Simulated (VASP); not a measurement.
# Sb (R-3m) in VASP: a series of runs, part 2 of 3

VASP 6.6.1. The steps go on from the part before.

### Step 3. Single point, RPBE

This run uses another cell than the first one, of 33.45 Å³/atom, 1.107 times its volume.

File INCAR:

```
SYSTEM = Sb
PREC = Accurate
ENCUT = 520
EDIFF = 1E-6
ISMEAR = -1
SIGMA = 0.05
LREAL = .False.
LASPH = .True.
NELM = 100
ALGO = Normal
ISIF = 2
LWAVE = .False.
LCHARG = .True.
GGA = RP
LELF = .True.
LVHAR = .True.
NBANDS = 12
```

File KPOINTS:

```
regular mesh
0
Gamma
  8 8 8
  0 0 0
```

File POSCAR:

```
Sb
1.0
    2.1988213083      1.2694900742      3.9939570180
   -2.1988213083      1.2694900742      3.9939570180
    0.0000000000     -2.5389801485      3.9939570180
Sb
2
Direct
    0.7698680262      0.7698680262      0.7698680262
    0.2301319738      0.2301319738      0.2301319738
```

Potentials or basis: VASP PAW PBE potentials, release 64 (Sb).

On the command line:

```console
$ cat potpaw_PBE.64/Sb/POTCAR > POTCAR
$ mpirun -np 1 vasp_std > vasp.out
```

OUTCAR:

```text
SYSTEM = Sb
   PREC = Accurate
   ENCUT = 520
   EDIFF = 1E-6
   ISMEAR = -1
   LREAL = .False.
   LASPH = .True.
   NELM = 100
   ISIF = 2
   GGA = RP

 ion  position               nearest neighbor table
   1  0.770  0.770  0.770-   2 2.96   2 2.96   2 2.96   2 3.54   2 3.54   2 3.54
   2  0.230  0.230  0.230-   1 2.96   1 2.96   1 2.96   1 3.54   1 3.54   1 3.54

  LATTYP: Found a trigonal (rhomboedric) cell.
 ALAT       =     4.7326644563
 COS(alpha) =     0.5682837053

  Lattice vectors:

 A1 = (   2.1988213083,   1.2694900742,   3.9939570180)
 A2 = (  -2.1988213083,   1.2694900742,   3.9939570180)
 A3 = (   0.0000000000,  -2.5389801485,   3.9939570180)

Analysis of symmetry for initial positions (statically):
=====================================================================
 Subroutine PRICEL returns:
 Original cell was already a primitive cell.

 Routine SETGRP: Setting up the symmetry group for a
 trigonal (rhombohedral) supercell.

 Subroutine GETGRP returns: Found 12 space group operations
 (whereof 12 operations were pure point group operations)
 out of a pool of 12 trial point group operations.

The static configuration has the point symmetry D_3d.

Analysis of symmetry for dynamics (positions and initial velocities):
=====================================================================
 Subroutine PRICEL returns:
 Original cell was already a primitive cell.

 Routine SETGRP: Setting up the symmetry group for a
 trigonal (rhombohedral) supercell.

 Subroutine GETGRP returns: Found 12 space group operations
 (whereof 12 operations were pure point group operations)
 out of a pool of 12 trial point group operations.

The dynamic configuration has the point symmetry D_3d.

 Subroutine INISYM returns: Found 12 space group operations
 (whereof 12 operations are pure point group operations),
 and found     1 'primitive' translations

----------------------------------------------------------------------------------------

                                     Primitive cell

  volume of cell :      66.8920

  direct lattice vectors                    reciprocal lattice vectors
     2.198821308  1.269490074  3.993957018     0.227394558  0.131286309  0.083459419
    -2.198821308  1.269490074  3.993957018    -0.227394558  0.131286309  0.083459419
     0.000000000 -2.538980148  3.993957018     0.000000000 -0.262572619  0.083459419

  length of vectors
     4.732664456  4.732664456  4.732664456     0.275517431  0.275517431  0.275517431

  position of ions in fractional coordinates (direct lattice)
     0.769868026  0.769868026  0.769868026
     0.230131974  0.230131974  0.230131974

  ion indices of the primitive-cell ions
   primitive index   ion index
                 1           1
                 2           2

----------------------------------------------------------------------------------------

 KPOINTS: regular mesh

Automatic generation of k-mesh.
 Grid dimensions read from file:
 generate k-points for:    8    8    8

 Generating k-lattice:

  Cartesian coordinates                     Fractional coordinates (reciprocal lattice)
     0.028424320  0.016410789  0.010432427     0.125000000  0.000000000  0.000000000
    -0.028424320  0.016410789  0.010432427     0.000000000  0.125000000  0.000000000
     0.000000000 -0.032821577  0.010432427     0.000000000  0.000000000  0.125000000

  Length of vectors
     0.034439679  0.034439679  0.034439679

  Shift w.r.t. Gamma in fractional coordinates (k-lattice)
     0.000000000  0.000000000  0.000000000

 Subroutine IBZKPT returns following result:
 ===========================================

 Found     65 irreducible k-points:

 Following reciprocal coordinates:
            Coordinates               Weight
  0.000000  0.000000  0.000000      1.000000
  0.125000 -0.000000  0.000000      6.000000
  0.250000 -0.000000  0.000000      6.000000
  0.375000  0.000000  0.000000      6.000000
  0.500000 -0.000000  0.000000      3.000000
  0.125000  0.125000  0.000000      6.000000
[... 16 lines left out ...]
  0.250000  0.125000  0.125000      6.000000
  0.375000  0.125000  0.125000      6.000000
 [... further k-points ...]
   k-points           NKPTS =     65   k-points in BZ     NKDIM =     65   number of bands    NBANDS=     12
   number of dos      NEDOS =    301   number of ions     NIONS =      2
   total plane-waves  NPLWV =  46656
   dimension x,y,z NGX =    36 NGY =   36 NGZ =   36
   dimension x,y,z NGXF=    72 NGYF=   72 NGZF=   72
   ions per type =               2
   NGX,Y,Z   is equivalent  to a cutoff of  12.65, 12.65, 12.65 a.u.
   NGXF,Y,Z  is equivalent  to a cutoff of  25.29, 25.29, 25.29 a.u.
 SYSTEM =  Sb
   PREC   = accura    normal or accurate (medium, high low for compatibility)
   ISTART =      0    job   : 0-new  1-cont  2-samecut
   ICHARG =      2    charge: 1-file 2-atom 10-const
   ISPIN  =      1    spin polarized calculation?
   LNONCOLLINEAR =      F non collinear calculations
   LSORBIT =      F    spin-orbit coupling
   LASPH  =      T    aspherical Exc in radial PAW
   ENCUT  =  520.0 eV  38.22 Ry    6.18 a.u.   8.80  8.80  8.80*2*pi/ulx,y,z
   NELM   =    100;   NELMIN=  2; NELMDL= -5     # of ELM steps
   EDIFF  = 0.1E-05   stopping-criterion for ELM
   LREAL  =      F    real-space projection
   EDIFFG = 0.1E-04   stopping-criterion for IOM
   NSW    =      0    number of steps for IOM
   IBRION =     -1    ionic relax: 0-MD 1-quasi-New 2-CG
   NFREE  =      0    steps in history (QN), initial steepest desc. (CG)
   ISIF   =      2    stress and relaxation
   ISYM   =      2    0-nonsym 1-usesym 2-fastsym
   POTIM  = 0.5000    time-step for ionic-motion
   TEBEG  =    0.0;   TEEND  =   0.0 temperature during run
   PSTRESS=    0.0 pullay stress
   NELECT =      10.0000    total number of electrons
   NUPDOWN=      -1.0000    fix difference up-down
   EMIN   =  10.00;   EMAX   =-10.00  energy-range for DOS
   EFERMI =   0.00;   METHOD = LEGACY
   ISMEAR =    -1;   SIGMA  =   0.05  broadening in eV -4-tet -1-fermi 0-gaus
   EFERMI_NEDOS =   21; number of points for ismear=-14 and -15
   IALGO  =     38    algorithm
   IMIX   =      4    mixing-type and parameters
     AMIX     =   0.40;   BMIX     =  1.00
     AMIX_MAG =   1.60;   BMIX_MAG =  1.00
  volume/ion in A,a.u.               =      33.45       225.70
  Fermi-wavevector in a.u.,A,eV,Ry     =   0.868861  1.641909 10.271298  0.754919
  Thomas-Fermi vector in A             =   1.987600
   LORBIT       =      0    0 simple, 1 ext, 2 COOP (PROOUT), +10 PAW based schemes
   GGA     = RP    functional components
   LHFCALC =     F    Hartree Fock is set to
   AEXX    =    0.0000 exact exchange contribution
   IVDW    =     0    specifies the selected vdW correction
   LEPSILON=     F    determine dielectric tensor
   LRPA    =     F    only Hartree local field effects (RPA)
 non-spin polarized calculation
  energy-cutoff  :      520.00
  volume of cell :       66.89
 maximum number of plane-waves:      1816
   NGX = 17   NGY = 17   NGZ = 17

 number of electron      10.0000000 magnetization

 Free energy of the ion-electron system (eV)
  ---------------------------------------------------
  ext. energy  EPLUGINS =         0.00000000
  ---------------------------------------------------
  free energy    TOTEN  =        -7.56689708 eV

  energy without entropy =       -7.56499633  energy(sigma->0) =       -7.56594671

 E-fermi :   6.2704     XC(G=0):  -8.9851

 val. band max:        6.2602689604   @ k =   0.3750   0.2500   0.2500
 cond. band min:       6.3710132415   @ k =   0.3750   0.1250   0.1250
 fundamental gap:      0.1107442811
 Fermi energy:         6.2704053480

 k-point     1 :       0.0000    0.0000    0.0000
  band No.  band energies     occupation
      1      -5.8615      2.00000
      2       0.9332      2.00000
      3       4.2452      2.00000
      4       4.6097      2.00000
      5       4.6097      2.00000
      6       7.8982      0.00000
      7       8.6304      0.00000
      8       8.6304      0.00000
      9      11.5921      0.00000
     10      11.5921      0.00000
     11      11.7177      0.00000
     12      13.0627      0.00000
[... 331 lines left out ...]
 k-point    24 :       0.3750    0.1250    0.1250
  band No.  band energies     occupation
      1      -4.9969      2.00000
      2      -1.1798      2.00000
      3       3.0873      2.00000
      4       4.6367      2.00000
      5       6.1929      1.64967
      6       6.3710      0.23586
      7       7.2186      0.00000
      8       8.9693      0.00000
      9      11.3194      0.00000
     10      12.3333      0.00000
     11      13.0061      0.00000
     12      14.9374      0.00000

 [... further k-points ...]
[... 5 lines left out ...]
  --------------------------------------------------------------------------------------
  -------------------------------------------------------------------------------------
  Total        0.0069489      0.0069489     -0.0114995      0.0000000      0.0000000      0.0000000
  in kB        0.1664391      0.1664391     -0.2754333      0.0000000      0.0000000      0.0000000
  external PRESSURE =       0.0191483 kB  Pullay stress =       0.0000000 kB

 VOLUME and BASIS-vectors are now :
 -----------------------------------------------------------------------------
  energy-cutoff  :      520.00
  volume of cell :       66.89
      direct lattice vectors                 reciprocal lattice vectors
     2.198821308  1.269490074  3.993957018     0.227394558  0.131286309  0.083459419
    -2.198821308  1.269490074  3.993957018    -0.227394558  0.131286309  0.083459419
     0.000000000 -2.538980148  3.993957018     0.000000000 -0.262572619  0.083459419

 POSITION                                       TOTAL-FORCE (eV/Angst)
 -----------------------------------------------------------------------------------
      0.00000     -0.00000      9.22446         0.000000      0.000000     -0.028334
      0.00000     -0.00000      2.75741         0.000000     -0.000000      0.028334
 -----------------------------------------------------------------------------------
    total drift:                                0.000000      0.000000     -0.000000

  FREE ENERGIE OF THE ION-ELECTRON SYSTEM (eV)
  ---------------------------------------------------
  free  energy   TOTEN  =        -7.5668970782 eV

  energy  without entropy=       -7.5649963339  energy(sigma->0) =       -7.56594671
```

OSZICAR:

```text
N       E                     dE             d eps       ncg     rms          rms(c)
DAV:   1     0.353340577638E+02    0.35334E+02   -0.34710E+03  1560   0.645E+02
DAV:   2    -0.560088706040E+01   -0.40935E+02   -0.39512E+02  2076   0.105E+02
DAV:   3    -0.753722948035E+01   -0.19363E+01   -0.19199E+01  1896   0.252E+01
DAV:   4    -0.755606518735E+01   -0.18836E-01   -0.18801E-01  1852   0.297E+00
DAV:   5    -0.755632206009E+01   -0.25687E-03   -0.25687E-03  1912   0.382E-01    0.281E+00
DAV:   6    -0.756245935961E+01   -0.61373E-02   -0.31445E-03  1844   0.399E-01    0.170E+00
DAV:   7    -0.756647683549E+01   -0.40175E-02   -0.83099E-03  1804   0.637E-01    0.995E-02
DAV:   8    -0.756678788014E+01   -0.31104E-03   -0.39850E-04  1916   0.117E-01    0.318E-02
DAV:   9    -0.756689158440E+01   -0.10370E-03   -0.17440E-04  1776   0.752E-02    0.663E-03
DAV:  10    -0.756689523622E+01   -0.36518E-05   -0.94847E-06  1888   0.176E-02    0.374E-03
DAV:  11    -0.756689634395E+01   -0.11077E-05   -0.35945E-06  1792   0.111E-02    0.370E-03
DAV:  12    -0.756689707825E+01   -0.73430E-06   -0.16384E-07  1168   0.246E-03
   1 F= -.75668971E+01 E0= -.75659467E+01  d E =-.190074E-02
```

stdout:

```text
POSCAR found type information on POSCAR Sb
 POSCAR found :  1 types and       2 ions
 scaLAPACK will be used
 -----------------------------------------------------------------------------
|                                                                             |
|                                                                             |
|     You enforced a specific xc type in the INCAR file but a different       |
|     I HOPE YOU KNOW WHAT YOU ARE DOING!                                     |
|                                                                             |
 -----------------------------------------------------------------------------

 LDA part: xc-table for (Slater+PW92), standard interpolation
 POSCAR, INCAR and KPOINTS ok, starting setup
 FFT: planning ... GRIDC
 FFT: planning ... GRID_SOFT
 FFT: planning ... GRID
 WAVECAR not read
 entering main loop
```

Run time: 77 s. Hardware: 1 thread of Intel Xeon 8259CL, shared host; peak memory 0.23 GiB.

Results:

```
Free energy            : -7.5669 eV
Pressure               : 0.0 GPa
Largest force          : 0.028 eV/Å
Band gap on the k mesh : zero (band 5 reaches 6.26 eV, above the bottom of band 6 at 6.01 eV)
```

Forces on the atoms (eV/Å):
```
Sb   0.000  0.000 -0.028
Sb   0.000  0.000  0.028
```

Caveat: the PAW data sets were made with another functional, which shifts forces and pressure a little; spin-orbit coupling is left out, which moves the levels of the heavy elements.

### Step 4. Relaxation of cell and atoms, RPBE

File INCAR:

```
SYSTEM = Sb
  PREC = Accurate
  ENCUT = 600
  EDIFF = 1E-7
  ISMEAR = -1
  SIGMA = 0.05
  LREAL = .False.
  LASPH = .True.
  NELM = 100
  ALGO = Normal
  ISIF = 3
  LWAVE = .False.
  LCHARG = .False.
  GGA = RP
  IBRION = 2
  NSW = 80
  EDIFFG = -0.005
```

KPOINTS is that of step 3.

File POSCAR:

```
Sb
1.0
    2.1542000000      1.2437279499      3.7580000000
   -2.1542000000      1.2437279499      3.7580000000
    0.0000000000     -2.4874558998      3.7580000000
Sb
2
Direct
    0.7665100000      0.7665100000      0.7665100000
    0.2334900000      0.2334900000      0.2334900000
```

Potentials or basis: VASP PAW PBE potentials, release 64 (Sb).

On the command line:

```console
$ cat potpaw_PBE.64/Sb/POTCAR > POTCAR
$ mpirun -np 1 vasp_std > vasp.out
```

OUTCAR:

```text
SYSTEM = Sb
   PREC = Accurate
   ENCUT = 600
   EDIFF = 1E-7
   ISMEAR = -1
   LREAL = .False.
   LASPH = .True.
   NELM = 100
   ISIF = 3
   GGA = RP
   IBRION = 2
   NSW = 80
   EDIFFG = -0.005

 ion  position               nearest neighbor table
   1  0.767  0.767  0.767-   2 2.91   2 2.91   2 2.91   2 3.35   2 3.35   2 3.35
   2  0.233  0.233  0.233-   1 2.91   1 2.91   1 2.91   1 3.35   1 3.35   1 3.35

  LATTYP: Found a trigonal (rhomboedric) cell.
 ALAT       =     4.5066618304
 COS(alpha) =     0.5430253624

  Lattice vectors:

 A1 = (   2.1542000000,   1.2437279499,   3.7580000000)
 A2 = (  -2.1542000000,   1.2437279499,   3.7580000000)
 A3 = (   0.0000000000,  -2.4874558998,   3.7580000000)

Analysis of symmetry for initial positions (statically):
=====================================================================
 Subroutine PRICEL returns:
[... 365 lines left out ...]
 val. band max:        6.3021415726   @ k =   0.3750   0.2500   0.2500
 cond. band min:       6.4131423694   @ k =   0.3750   0.1250   0.1250
 fundamental gap:      0.1110007968
 Fermi energy:         6.3185735854

 k-point     1 :       0.0000    0.0000    0.0000
  band No.  band energies     occupation
      1      -5.8261      2.00000
      2       1.0081      2.00000
      3       4.3048      2.00000
      4       4.6474      2.00000
      5       4.6474      2.00000
      6       7.9981      0.00000
      7       8.7034      0.00000
      8       8.7034      0.00000
      9      11.6025      0.00000
[... 265 lines left out ...]
 k-point    24 :       0.3750    0.1250    0.1250
  band No.  band energies     occupation
      1      -4.9528      2.00000
      2      -1.1394      2.00000
      3       3.1429      2.00000
      4       4.7080      2.00000
      5       6.2553      1.56015
      6       6.4131      0.26218
      7       7.2206      0.00000
      8       9.0370      0.00000
      9      11.3598      0.00000

 [... further k-points ...]
[... 5 lines left out ...]
  --------------------------------------------------------------------------------------
  -------------------------------------------------------------------------------------
  Total        0.0021348      0.0021348      0.0002888      0.0000000      0.0000000      0.0000000
  in kB        0.0513823      0.0513823      0.0069523      0.0000000      0.0000000      0.0000000
  external PRESSURE =       0.0365723 kB  Pullay stress =       0.0000000 kB
[... 17 lines left out ...]
  FREE ENERGIE OF THE ION-ELECTRON SYSTEM (eV)
  ---------------------------------------------------
  free  energy   TOTEN  =        -7.5669925764 eV

  energy  without entropy=       -7.5649967877  energy(sigma->0) =       -7.56599468

 reached required accuracy - stopping structural energy minimisation
```

CONTCAR:

```text
Sb
   1.00000000000000
     2.2001738106909281    1.2702709418788203    3.9696262505315278
    -2.2001738106909281    1.2702709418788203    3.9696262505315278
     0.0000000000000000   -2.5405418837576406    3.9696262505315278
  Sb
     2
Direct
     0.7693553641486351    0.7693553641486351    0.7693553641486351
     0.2306446358513647    0.2306446358513647    0.2306446358513647

  0.00000000E+00  0.00000000E+00  0.00000000E+00
  0.00000000E+00  0.00000000E+00  0.00000000E+00
```

Wall time 7 min (1 thread of Intel Xeon 8259CL, shared host); peak memory 0.24 GiB.

Results:

* Free energy: -7.5670 eV
* Relaxed volume: 33.28 Å³/atom
* Relaxed cell: a = 4.713 Å, b = 4.713 Å, c = 4.713 Å, α = 55.66°, β = 55.66°, γ = 55.66°
* Space group after relaxing (to 0.05 Å): R-3m (No. 166)
* Energy gained by relaxing: 30.4 meV/atom
* Ionic steps: 11
* Pressure after relaxing: 0.0 GPa
* Band gap on the k mesh: zero (band 5 reaches 6.30 eV, above the bottom of band 6 at 6.06 eV)

Step by step:
| step | energy change (eV) | largest force (eV/Å) | pressure (GPa) | volume (Å³) |
| --- | --- | --- | --- | --- |
| 1 | 0.0000 | 0.2272 | 4.06 | 60.41 |
| 2 | -0.0344 | 0.3831 | -1.77 | 67.36 |
| 3 | -0.0519 | 0.1798 | 0.10 | 64.64 |
| 4 | -0.0546 | 0.1339 | 0.08 | 64.93 |
| 5 | -0.0584 | 0.0029 | 0.05 | 65.70 |
| 6 | -0.0585 | 0.0287 | 0.05 | 65.88 |
| 7 | -0.0599 | 0.0126 | -0.02 | 66.20 |
| 8 | -0.0604 | 0.0304 | -0.17 | 66.96 |
| 9 | -0.0607 | 0.0145 | -0.12 | 66.71 |
| 10 | -0.0605 | 0.0322 | 0.23 | 66.31 |
| 11 | -0.0607 | 0.0018 | 0.00 | 66.57 |

Final structure:
```
CELL_PARAMETERS angstrom
2.20017 1.27027 3.96963
-2.20017 1.27027 3.96963
0.00000 -2.54054 3.96963
ATOMIC_POSITIONS crystal
Sb 0.76936 0.76936 0.76936
Sb 0.23064 0.23064 0.23064
```

Levels at points of the mesh, in eV from the Fermi level:
```csv
k point,band 1,band 2,band 3,band 4,band 5,band 6,band 7,band 8,band 9
"(0.00, 0.00, 0.00)",-12.14,-5.31,-2.01,-1.67,-1.67,1.68,2.38,2.38,5.28
"(0.50, 0.00, 0.00)",-10.07,-9.24,-2.01,-1.99,-0.36,-0.26,0.23,0.79,7.17
"(0.50, 0.50, 0.00)",-10.10,-8.05,-4.87,-3.41,-3.30,1.62,4.35,5.22,6.01
"(0.50, 0.50, 0.50)",-11.00,-8.48,-1.30,-1.30,-0.60,0.39,0.39,1.12,6.53
```

Caveat: the PAW data sets were made with another functional, which shifts forces and pressure a little; spin-orbit coupling is left out, which moves the levels of the heavy elements; the volume moved by +10 % from the deposited cell, more than functionals usually miss. Zero-point motion and thermal expansion aren't in these numbers.

(Continued in part 3 of 3.)
